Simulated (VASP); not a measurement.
# Ni in VASP: further runs

Ni is run at these levels: r2SCAN, PBEsol; tasks: single point.

Everything below comes from runs of VASP 6.6.1. Logs are shortened: lines on timing, memory, paths and dates and some standing lists are left out, and cuts for length are marked.

## (1) The cell of the first run

Symmetry: Fm-3m, No. 225, cubic system. Conventional cell: a = 3.452 Å, b = 3.452 Å, c = 3.452 Å, α = 90.00°, β = 90.00°, γ = 90.00°. Within 3.2 Å of Ni (site symmetry m-3m) lie 12 Ni at 2.44 Å.

## (2) Single point, r2SCAN, collinear spin, ferromagnetic start

File POSCAR:

```
Ni
1.0
    0.0000000000      1.7259110183      1.7259110183
    1.7259110183      0.0000000000      1.7259110183
    1.7259110183      1.7259110183      0.0000000000
Ni
1
Direct
    0.0000000000      0.0000000000      0.0000000000
```

File INCAR.step1:

```
PREC     = Accurate       # precision mode
ENCUT    = 650            # plane-wave cutoff, eV
ISMEAR   = -1             # smearing method
SIGMA    = 0.05           # smearing width, eV
LREAL    = F              # projectors in reciprocal space
LASPH    = T              # aspherical terms in the spheres
NELM     = 200            # most SCF steps
ISPIN    = 2              # spin polarisation
MAGMOM   = 1              # initial moments
LMAXMIX  = 4              # l up to which the mixer works
NBANDS   = 19             # bands
GGA      = PE             # functional
ALGO     = Normal         # electronic algorithm
EDIFF    = 1E-5           # SCF threshold, eV
LWAVE    = T              # write WAVECAR
LCHARG   = F              # write CHGCAR
GGA_COMPAT= F
```

File INCAR.step2:

```
PREC     = Accurate       # precision mode
ENCUT    = 650            # plane-wave cutoff, eV
EDIFF    = 1E-6           # SCF threshold, eV
ISMEAR   = -1             # smearing method
SIGMA    = 0.05           # smearing width, eV
LREAL    = F              # projectors in reciprocal space
LASPH    = T              # aspherical terms in the spheres
NELM     = 200            # most SCF steps
ALGO     = Normal         # electronic algorithm
ISIF     = 2              # what is computed and relaxed
LWAVE    = F              # write WAVECAR
LCHARG   = T              # write CHGCAR
ISPIN    = 2              # spin polarisation
MAGMOM   = 1              # initial moments
LORBIT   = 11             # projections on sites
LMAXMIX  = 4              # l up to which the mixer works
METAGGA  = R2SCAN         # meta-GGA
LMIXTAU  = T            
LELF     = T              # ELF
LVHAR    = T            
NBANDS   = 19             # bands
ISTART   = 1            
GGA_COMPAT= F
```

File KPOINTS:

```
Automatic mesh
0
Gamma
  13 13 13
```

Potentials or basis: VASP PAW PBE potentials, release 64 (Ni_sv_GW).

Command:

```bash
> cat potpaw_PBE.64/Ni_sv_GW/POTCAR > POTCAR
> cp INCAR.step1 INCAR
> mpirun -np 1 vasp_std > vasp.out
> cp INCAR.step2 INCAR
> mpirun -np 1 vasp_std > vasp.out
```

OUTCAR:

```text
PREC = Accurate
   ENCUT = 650
   EDIFF = 1E-6
   ISMEAR = -1
   LREAL = F
   LASPH = T
   NELM = 200
   ISIF = 2
   ISPIN = 2
   LORBIT = 11
   METAGGA = R2SCAN
   ISTART = 1

 ion  position               nearest neighbor table
   1  0.000  0.000  0.000-

  LATTYP: Found a face centered cubic cell.
 ALAT       =     3.4518220366

  Lattice vectors:

 A1 = (   0.0000000000,   1.7259110183,   1.7259110183)
 A2 = (   1.7259110183,   0.0000000000,   1.7259110183)
 A3 = (   1.7259110183,   1.7259110183,   0.0000000000)

Analysis of symmetry for initial positions (statically):
=====================================================================
 Subroutine PRICEL returns:
 Original cell was already a primitive cell.

 Routine SETGRP: Setting up the symmetry group for a
 face centered cubic supercell.

 Subroutine GETGRP returns: Found 48 space group operations
 (whereof 48 operations were pure point group operations)
 out of a pool of 48 trial point group operations.

The static configuration has the point symmetry O_h .

Analysis of symmetry for dynamics (positions and initial velocities):
=====================================================================
 Subroutine PRICEL returns:
 Original cell was already a primitive cell.

 Routine SETGRP: Setting up the symmetry group for a
 face centered cubic supercell.

 Subroutine GETGRP returns: Found 48 space group operations
 (whereof 48 operations were pure point group operations)
 out of a pool of 48 trial point group operations.

The dynamic configuration has the point symmetry O_h .

Analysis of structural, dynamic, and magnetic symmetry:
=====================================================================
 Subroutine PRICEL returns:
 Original cell was already a primitive cell.

 Routine SETGRP: Setting up the symmetry group for a
 face centered cubic supercell.

 Subroutine GETGRP returns: Found 48 space group operations
 (whereof 48 operations were pure point group operations)
 out of a pool of 48 trial point group operations.

The overall configuration has the point symmetry O_h .

 Subroutine INISYM returns: Found 48 space group operations
 (whereof 48 operations are pure point group operations),
 and found     1 'primitive' translations

----------------------------------------------------------------------------------------

                                     Primitive cell

  volume of cell :      10.2822

  direct lattice vectors                    reciprocal lattice vectors
     0.000000000  1.725911018  1.725911018    -0.289702073  0.289702073  0.289702073
     1.725911018  0.000000000  1.725911018     0.289702073 -0.289702073  0.289702073
     1.725911018  1.725911018  0.000000000     0.289702073  0.289702073 -0.289702073

  length of vectors
     2.440806770  2.440806770  2.440806770     0.501778710  0.501778710  0.501778710

  position of ions in fractional coordinates (direct lattice)
     0.000000000  0.000000000  0.000000000

  ion indices of the primitive-cell ions
   primitive index   ion index
                 1           1

----------------------------------------------------------------------------------------

 KPOINTS: Automatic mesh

Automatic generation of k-mesh.
 Grid dimensions read from file:
 generate k-points for:   13   13   13

 Generating k-lattice:

  Cartesian coordinates                     Fractional coordinates (reciprocal lattice)
    -0.022284775  0.022284775  0.022284775     0.076923077  0.000000000  0.000000000
     0.022284775 -0.022284775  0.022284775     0.000000000  0.076923077  0.000000000
     0.022284775  0.022284775 -0.022284775     0.000000000  0.000000000  0.076923077

  Length of vectors
     0.038598362  0.038598362  0.038598362

  Shift w.r.t. Gamma in fractional coordinates (k-lattice)
     0.000000000  0.000000000  0.000000000

 Subroutine IBZKPT returns following result:
 ===========================================

 Found     84 irreducible k-points:

 Following reciprocal coordinates:
            Coordinates               Weight
  0.000000  0.000000  0.000000      1.000000
  0.076923  0.000000  0.000000      8.000000
  0.153846  0.000000  0.000000      8.000000
  0.230769  0.000000  0.000000      8.000000
  0.307692  0.000000  0.000000      8.000000
  0.384615  0.000000  0.000000      8.000000
[... 16 lines left out ...]
  0.384615  0.153846  0.000000     24.000000
  0.461538  0.153846  0.000000     24.000000
 [... further k-points ...]
   k-points           NKPTS =     84   k-points in BZ     NKDIM =     84   number of bands    NBANDS=     19
   number of dos      NEDOS =    301   number of ions     NIONS =      1
   total plane-waves  NPLWV =   8000
   dimension x,y,z NGX =    20 NGY =   20 NGZ =   20
   dimension x,y,z NGXF=    40 NGYF=   40 NGZF=   40
   ions per type =               1
   NGX,Y,Z   is equivalent  to a cutoff of  13.62, 13.62, 13.62 a.u.
   NGXF,Y,Z  is equivalent  to a cutoff of  27.24, 27.24, 27.24 a.u.
 SYSTEM =  unknown system
   PREC   = accura    normal or accurate (medium, high low for compatibility)
   ISTART =      1    job   : 0-new  1-cont  2-samecut
   ICHARG =      0    charge: 1-file 2-atom 10-const
   ISPIN  =      2    spin polarized calculation?
   LNONCOLLINEAR =      F non collinear calculations
   LSORBIT =      F    spin-orbit coupling
   LASPH  =      T    aspherical Exc in radial PAW
   ENCUT  =  650.0 eV  47.77 Ry    6.91 a.u.   5.07  5.07  5.07*2*pi/ulx,y,z
   NELM   =    200;   NELMIN=  2; NELMDL=  0     # of ELM steps
   EDIFF  = 0.1E-05   stopping-criterion for ELM
   LREAL  =      F    real-space projection
   EDIFFG = 0.1E-04   stopping-criterion for IOM
   NSW    =      0    number of steps for IOM
   IBRION =     -1    ionic relax: 0-MD 1-quasi-New 2-CG
   NFREE  =      0    steps in history (QN), initial steepest desc. (CG)
   ISIF   =      2    stress and relaxation
   ISYM   =      2    0-nonsym 1-usesym 2-fastsym
   POTIM  = 0.5000    time-step for ionic-motion
   TEBEG  =    0.0;   TEEND  =   0.0 temperature during run
   PSTRESS=    0.0 pullay stress
   NELECT =      18.0000    total number of electrons
   NUPDOWN=      -1.0000    fix difference up-down
   EMIN   =  10.00;   EMAX   =-10.00  energy-range for DOS
   EFERMI =   0.00;   METHOD = LEGACY
   ISMEAR =    -1;   SIGMA  =   0.05  broadening in eV -4-tet -1-fermi 0-gaus
   EFERMI_NEDOS =   21; number of points for ismear=-14 and -15
   IALGO  =     38    algorithm
   IMIX   =      4    mixing-type and parameters
     AMIX     =   0.40;   BMIX     =  1.00
     AMIX_MAG =   1.60;   BMIX_MAG =  1.00
  volume/ion in A,a.u.               =      10.28        69.39
  Fermi-wavevector in a.u.,A,eV,Ry     =   1.973046  3.728517 52.966277  3.892912
  Thomas-Fermi vector in A             =   2.995177
   LORBIT       =     11    0 simple, 1 ext, 2 COOP (PROOUT), +10 PAW based schemes
   METAGGA = R2SCAN    functional components
   LHFCALC =     F    Hartree Fock is set to
   AEXX    =    0.0000 exact exchange contribution
   IVDW    =     0    specifies the selected vdW correction
   LEPSILON=     F    determine dielectric tensor
   LRPA    =     F    only Hartree local field effects (RPA)
 spin polarized calculation
  energy-cutoff  :      650.00
  volume of cell :       10.28
 maximum number of plane-waves:       395
   NGX = 11   NGY = 11   NGZ = 11

 number of electron      18.0000019 magnetization       0.6931908

 Free energy of the ion-electron system (eV)
  ---------------------------------------------------
  ext. energy  EPLUGINS =         0.00000000
  ---------------------------------------------------
  free energy    TOTEN  =       -12.89556638 eV

  energy without entropy =      -12.88468271  energy(sigma->0) =      -12.89012455

 E-fermi :   8.5206     XC(G=0): -15.5233

 val. band max:        8.5191315353   @ k =   0.4615   0.1538   0.0769
 cond. band min:       8.5207711559   @ k =  -0.3846   0.2308   0.0000
 fundamental gap:      0.0016396206
 Fermi energy:         8.5206299597

 spin component 1

 k-point     1 :       0.0000    0.0000    0.0000
  band No.  band energies     occupation
      1     -99.3370      1.00000
      2     -58.0925      1.00000
      3     -58.0925      1.00000
      4     -58.0925      1.00000
      5      -1.4195      1.00000
      6       5.4137      1.00000
[... 11 lines left out ...]
     18      44.2015      0.00000
     19      51.4243      0.00000

 k-point     2 :       0.0769    0.0000    0.0000
  band No.  band energies     occupation
      1     -99.3337      1.00000
      2     -58.1077      1.00000
      3     -58.0942      1.00000
      4     -58.0942      1.00000
      5      -1.1704      1.00000
      6       5.3491      1.00000
[... 476 lines left out ...]
 k-point    24 :       0.4615    0.1538    0.0000
  band No.  band energies     occupation
      1     -99.2924      1.00000
      2     -58.3296      1.00000
      3     -58.1600      1.00000
      4     -58.1451      1.00000
      5       3.2537      1.00000
      6       5.0611      1.00000
[... 11 lines left out ...]
     18      50.2259      0.00000
     19      59.5990      0.00000

 [... further k-points ...]

 spin component 2

 k-point     1 :       0.0000    0.0000    0.0000
  band No.  band energies     occupation
      1     -98.0541      1.00000
      2     -56.8240      1.00000
      3     -56.8240      1.00000
      4     -56.8240      1.00000
      5      -1.6848      1.00000
      6       6.7178      1.00000
[... 11 lines left out ...]
     18      44.2061      0.00000
     19      51.9511      0.00000

 k-point     2 :       0.0769    0.0000    0.0000
  band No.  band energies     occupation
      1     -98.0507      1.00000
      2     -56.8403      1.00000
      3     -56.8259      1.00000
      4     -56.8259      1.00000
      5      -1.4334      1.00000
      6       6.6352      1.00000
[... 476 lines left out ...]
 k-point    24 :       0.4615    0.1538    0.0000
  band No.  band energies     occupation
      1     -98.0067      1.00000
      2     -57.0778      1.00000
      3     -56.8958      1.00000
      4     -56.8797      1.00000
      5       3.7518      1.00000
      6       5.6129      1.00000
[... 11 lines left out ...]
     18      50.5141      0.00000
     19      59.9000      0.00000

 [... further k-points ...]
[... 5 lines left out ...]
  --------------------------------------------------------------------------------------
  -------------------------------------------------------------------------------------
  Total        0.0932001      0.0932001      0.0932001      0.0000000     -0.0000000      0.0000000
  in kB       14.5225172     14.5225172     14.5225172      0.0000000     -0.0000000      0.0000000
  external PRESSURE =      14.5225172 kB  Pullay stress =       0.0000000 kB

 VOLUME and BASIS-vectors are now :
 -----------------------------------------------------------------------------
  energy-cutoff  :      650.00
  volume of cell :       10.28
      direct lattice vectors                 reciprocal lattice vectors
     0.000000000  1.725911018  1.725911018    -0.289702073  0.289702073  0.289702073
     1.725911018  0.000000000  1.725911018     0.289702073 -0.289702073  0.289702073
     1.725911018  1.725911018  0.000000000     0.289702073  0.289702073 -0.289702073

 POSITION                                       TOTAL-FORCE (eV/Angst)
 -----------------------------------------------------------------------------------
      0.00000      0.00000      0.00000        -0.000000     -0.000000     -0.000000
 -----------------------------------------------------------------------------------
    total drift:                               -0.000000     -0.000000     -0.000000

  FREE ENERGIE OF THE ION-ELECTRON SYSTEM (eV)
  ---------------------------------------------------
  free  energy   TOTEN  =       -12.8955663774 eV

  energy  without entropy=      -12.8846827134  energy(sigma->0) =      -12.89012455

 total charge

# of ion       s       p       d       f       tot
--------------------------------------------------
    1        2.249   6.336   7.822   0.006  16.413

 magnetization (x)

# of ion       s       p       d       f       tot
--------------------------------------------------
    1       -0.004  -0.030   0.793  -0.001   0.759
```

Run time: 2 min. Hardware: 1 thread of AMD EPYC 9R45 (Zen 5), shared host; peak memory 0.14 GiB.

What came out:

| Item | Value |
| --- | --- |
| Free energy | -12.8956 eV |
| Pressure | 1.5 GPa |
| Net moment | 0.69 μB per cell |
| Site moments | Ni +0.76 μB |
| Valence electrons inside the program's atomic spheres | Ni 16.41 |

Levels at points of the mesh, in eV from the Fermi level:
Spin up:
```tsv
k point	band 5	band 6	band 7	band 8	band 9	band 10	band 11	band 12	band 13	band 14
(0.00, 0.00, 0.00)	-9.94	-3.11	-3.11	-3.11	-1.71	-1.71	24.70	29.38	29.38	29.38
```
Spin down:
```
           k point  band 5  band 6  band 7  band 8  band 9  band 10  band 11  band 12  band 13  band 14
(0.00, 0.00, 0.00)  -10.21   -1.80   -1.80   -1.80   -0.98    -0.98    24.30    29.44    29.44    29.44
```

Caveat: the PAW data sets were made with another functional, which shifts forces and pressure a little.

## (3) Single point, PBEsol, collinear spin, ferromagnetic start

This run uses another cell than the first one, of 10.07 Å³/atom, 0.980 times its volume.

File INCAR:

```
SYSTEM = Ni
PREC = Accurate ; ENCUT = 590
EDIFF = 1E-6 ; ISMEAR = -1
SIGMA = 0.05 ; LREAL = .FALSE.
LASPH = .TRUE. ; NELM = 200
ALGO = Normal ; ISIF = 2
LWAVE = .FALSE. ; LCHARG = .FALSE.
ISPIN = 2 ; MAGMOM = 1
LORBIT = 11 ; LMAXMIX = 4
GGA = PS ; NBANDS = 19
GGA_COMPAT = .FALSE.
```

File KPOINTS:

```
Automatic mesh
0
G
  11 11 11
  0 0 0
```

File POSCAR:

```
Ni
1.0
    0.0000000000      1.7375729330      1.6680700157
    1.7375729330      0.0000000000      1.6680700157
    1.7375729330      1.7375729330      0.0000000000
Ni
1
Direct
    0.0000000000      0.0000000000      0.0000000000
```

Potentials or basis: VASP PAW PBE potentials, release 64 (Ni_sv_GW).

Command:

```bash
> cat potpaw_PBE.64/Ni_sv_GW/POTCAR > POTCAR
> mpirun -np 1 vasp_std > vasp.out
```

Wall time 65 s (1 thread of AMD EPYC 7R43 (Zen 3), shared host); peak memory 0.14 GiB.

It converged, with:

| Item | Value |
| --- | --- |
| Free energy | -7.0687 eV |
| Pressure | 3.1 GPa |
| Net moment | 0.57 μB per cell |
| Site moments | Ni +0.61 μB |
| Valence electrons inside the program's atomic spheres | Ni 16.43 |

Stress tensor (GPa, compression positive):
```
1.14 0.00 0.00
0.00 1.14 0.00
0.00 0.00 6.92
```

Levels at points of the mesh, in eV from the Fermi level:
Spin up:
```csv
k point,band 7,band 8,band 9,band 10,band 11,band 12
"(0.00, 0.00, 0.00)",-2.70,-2.43,-1.46,-1.16,24.09,28.40
```
Spin down:
```
           k point  band 7  band 8  band 9  band 10  band 11  band 12
(0.00, 0.00, 0.00)   -2.03   -1.77   -0.89    -0.59    23.98    28.37
```

Caveat: the PAW data sets were made with another functional, which shifts forces and pressure a little.
